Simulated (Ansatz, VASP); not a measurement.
**One calculation of TiO2, two programs**

File INCAR:

```
ALGO = Normal ; EDIFF = 1E-6
ENCUT = 520 ; GGA = PE
ISIF = 2 ; ISMEAR = -1
LASPH = T ; LCHARG = F
LREAL = F ; LWAVE = F
NBANDS = 60 ; NELM = 100
PREC = Accurate ; SIGMA = 0.02
```

The input KPOINTS:

```
k-points
0
Gamma
  6 6 6
```

File POSCAR:

```
TiO2
1.0
    5.5133445145      0.0000000000      0.0000000000
    0.0000000000      4.5455754848      0.0000000000
    0.0000000000      0.0000000000      4.8935984327
Ti O
4 8
Direct
    0.0741947636      0.2500000000      0.2043333333
    0.4258052364      0.2500000000      0.7043333333
    0.5741947636      0.7500000000      0.2043333333
    0.9258052364      0.7500000000      0.7043333333
    0.3681568615      0.0211153723      0.3735050158
    0.1318431385      0.0211153723      0.8735050158
    0.6318431385      0.5211153723      0.5351616509
    0.8681568615      0.5211153723      1.0351616509
    0.3681568615      0.4788846277      1.0351616509
    0.1318431385      0.4788846277      0.5351616509
    0.8681568615      0.9788846277      0.3735050158
    0.6318431385      0.9788846277      0.8735050158
```

Input for Ansatz:

```yaml
crystal:
  lattice:
    - [5.5133445145, 0.0, 0.0]
    - [0.0, 4.5455754848, 0.0]
    - [0.0, 0.0, 4.8935984327]
  atoms:
    - { symbol: Ti, position: [0.0741947636, 0.25, 0.2043333333] }
    - { symbol: Ti, position: [0.4258052364, 0.25, 0.7043333333] }
    - { symbol: Ti, position: [0.5741947636, 0.75, 0.2043333333] }
    - { symbol: Ti, position: [0.9258052364, 0.75, 0.7043333333] }
    - { symbol: O, position: [0.3681568615, 0.0211153723, 0.3735050158] }
    - { symbol: O, position: [0.1318431385, 0.0211153723, 0.8735050158] }
    - { symbol: O, position: [0.6318431385, 0.5211153723, 0.5351616509] }
    - { symbol: O, position: [0.8681568615, 0.5211153723, 1.0351616509] }
    - { symbol: O, position: [0.3681568615, 0.4788846277, 1.0351616509] }
    - { symbol: O, position: [0.1318431385, 0.4788846277, 0.5351616509] }
    - { symbol: O, position: [0.8681568615, 0.9788846277, 0.3735050158] }
    - { symbol: O, position: [0.6318431385, 0.9788846277, 0.8735050158] }
kpoints:
  mp_grid: { grid: [6, 6, 6] }
  band_path:
    path:
      - [[0.0, 0.0, 0.0], [3.242170223856e-35, 0.5, -4.375847011361e-34], [-0.5, 0.5, -6.268873054261e-34], [-0.5, -1.233822678413e-52, -1.893026042899e-34], [0.0, 0.0, 0.0], [1.598239751896e-50, -3.941239557435e-51, 0.5], [3.242170223856e-35, 0.5, 0.5], [-0.5, 0.5, 0.5], [-0.5, -3.941239557435e-51, 0.5], [1.598239751896e-50, -3.941239557435e-51, 0.5]]
      - [[3.242170223856e-35, 0.5, -4.375847011361e-34], [3.242170223856e-35, 0.5, 0.5]]
      - [[-0.5, -1.233822678413e-52, -1.893026042899e-34], [-0.5, -3.941239557435e-51, 0.5]]
      - [[-0.5, 0.5, -6.268873054261e-34], [-0.5, 0.5, 0.5]]
    npoints: 10
hamiltonian:
  xc: pbe
scf:
  occupations: { method: fermi_dirac, width: 0.02 }
  n_extra_bands: 7
output:
  forces: true
  stress: true
  eigenvalues: true
```

Alike in both runs: task single point; functional PBE; k mesh 6 × 6 × 6; occupations fermi-dirac, width 0.02 eV; no spin polarisation.

```csv
,VASP,Ansatz
version,VASP 6.6.1,Ansatz 0.2.0
potentials or method,"VASP PAW PBE potentials, release 64 (Ti_sv, O)","plane waves, PAW"
plane-wave cutoff (eV),520,420
valence electrons in the cell,96,96
```

|  | VASP | Ansatz | Ansatz less VASP |
| --- | --- | --- | --- |
| gap on the k mesh at the Fermi level (eV) | 2.65 | 2.67 | +0.023 |
| pressure (GPa) | 6.0 | 5.3 | -0.74 |
| traceless stress, the component that is largest in VASP (GPa) | -0.13 | -0.02 | +0.106 |
| rms of the force components (eV/Å) | 0.024 | 0.017 | -0.0074 |

Atom by atom the forces differ by 0.019 eV/Å (rms over components). The functional is the same, so the differences come from potentials, cutoffs and numerics.
